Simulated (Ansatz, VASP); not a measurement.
# ZnO: VASP beside Ansatz

File INCAR:

```
  ALGO = Normal
  EDIFF = 1E-6
  ENCUT = 520
  GGA = PE
  ISIF = 2
  ISMEAR = 0
  LASPH = True
  LCHARG = False
  LREAL = False
  LWAVE = False
  NBANDS = 26
  NELM = 60
  PREC = Accurate
  SIGMA = 0.05
```

Contents of KPOINTS:

```
k-points
0
Gamma
  12 12 6
```

The input POSCAR:

```
ZnO
1.0
    3.3409788765      0.0000000000      0.0000000000
   -1.6704894382      2.8933725805      0.0000000000
    0.0000000000      0.0000000000      4.9224254597
Zn O
2 2
Direct
    0.3333333333      0.6666666667      0.0000000000
    0.6666666667      0.3333333333      0.5000000000
    0.3333333333      0.6666666667      0.3821000000
    0.6666666667      0.3333333333      0.8821000000
```

Input for Ansatz:

```yaml
crystal:
  lattice:
    - [3.3409788765, 0.0, 0.0]
    - [-1.6704894382, 2.8933725805, 0.0]
    - [0.0, 0.0, 4.9224254597]
  atoms:
    - { symbol: Zn, position: [0.3333333333, 0.6666666667, 0.0] }
    - { symbol: Zn, position: [0.6666666667, 0.3333333333, 0.5] }
    - { symbol: O, position: [0.3333333333, 0.6666666667, 0.3821] }
    - { symbol: O, position: [0.6666666667, 0.3333333333, 0.8821] }
basis:
  ecutwfc: 420
kpoints:
  mp_grid: { grid: [12, 12, 6] }
hamiltonian:
  xc: pbe
scf:
  occupations: { method: gaussian, width: 0.05 }
output:
  forces: true
  stress: true
  eigenvalues: true
```

Alike in both runs: task single point; functional PBE; k mesh 12 × 12 × 6; occupations gaussian, width 0.05 eV; no spin polarisation.

|  | VASP | Ansatz |
| --- | --- | --- |
| version | VASP 6.6.1 | Ansatz 0.2.0 |
| potentials or method | VASP PAW PBE potentials, release 64 (Zn, O), cutoff 520 eV | scalar-relativistic, plane waves, PAW |
| valence electrons in the cell | 36 | 36 |

VASP gave:

| Item | Value |
| --- | --- |
| gap on the k mesh at the Fermi level (eV) | 0.81 |
| least direct gap on the mesh (eV) | 0.81 |
| pressure (GPa) | 7.4 |
| traceless stress, the component that is largest in VASP (GPa) | 14.34 |
| rms of the force components (eV/Å) | 0.590 |

**Question.** Which values does Ansatz return?

**Answer.** gap on the k mesh at the Fermi level (eV): 0.83; least direct gap on the mesh (eV): 0.83; pressure (GPa): 6.2; traceless stress, the component that is largest in VASP (GPa): 13.79; rms of the force components (eV/Å): 0.554.

Atom by atom the forces differ by 0.036 eV/Å (rms over components). With one functional, cell and mesh, what is left measures potentials, basis and numerics.
